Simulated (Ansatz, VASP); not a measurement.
## Hf in VASP and in Ansatz

```
Hf
1.0
     0.00000    2.83519    2.83519
     2.83519    0.00000    2.83519
     2.83519    2.83519    0.00000
Hf
2
Direct
  0.87500 0.87500 0.87500
  0.12500 0.12500 0.12500
```

Change from the starting cell: volume scaled by 0.65, PAW files.

Alike in both runs: task single point; functional PBE; k mesh 12 × 12 × 12; occupations fermi-dirac, width 0.1 eV; no spin polarisation.

```csv
,VASP,Ansatz
version,VASP 6.6.1,Ansatz 0.2.0
potentials or method,"VASP PAW PBE potentials, release 64 (Hf_pv)","PAW with Ansatz's default frozen-core files, scalar-relativistic"
plane-wave cutoff (eV),520,420
valence electrons in the cell,20,52
```

|  | VASP | Ansatz | Ansatz less VASP |
| --- | --- | --- | --- |
| pressure (GPa) | 24.7 | 25.7 | +0.98 |

The functional is the same, so the differences come from potentials, cutoffs and numerics. VASP's potentials hold 20 valence electrons a cell and Ansatz's 52, so a difference there can come from the potentials and not from the codes.

Spin-orbit coupling is off throughout.
